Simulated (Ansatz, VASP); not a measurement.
# BN in VASP and in Ansatz

```xyz
2
Lattice="2.3830 0.0000 0.0000 -1.1915 2.0637 0.0000 0.0000 0.0000 26.0000" Properties=species:S:1:pos:R:3 pbc="T T T"
B     0.0000    0.0000   13.1430
N     1.1915    0.6879   12.8570
```

Alike in both runs: task single point; functional PBE; dispersion D3(BJ); k mesh 12 × 12 × 1; occupations gaussian, width 0.02 eV; no spin polarisation.

```csv
,VASP,Ansatz
version,VASP 6.6.1,Ansatz 0.2.0
potentials or method,"VASP PAW PBE potentials, release 64 (B, N), cutoff 520 eV","scalar-relativistic, plane waves, PAW"
valence electrons in the cell,8,8
```

```csv
,VASP,Ansatz,Ansatz less VASP
gap on the k mesh at the Fermi level (eV),3.36,3.36,+0.008
least direct gap on the mesh (eV),3.79,3.79,+0.002
rms of the force components (eV/Å),2.221,2.214,-0.0070
```

Atom by atom the forces differ by 0.007 eV/Å (rms over components).
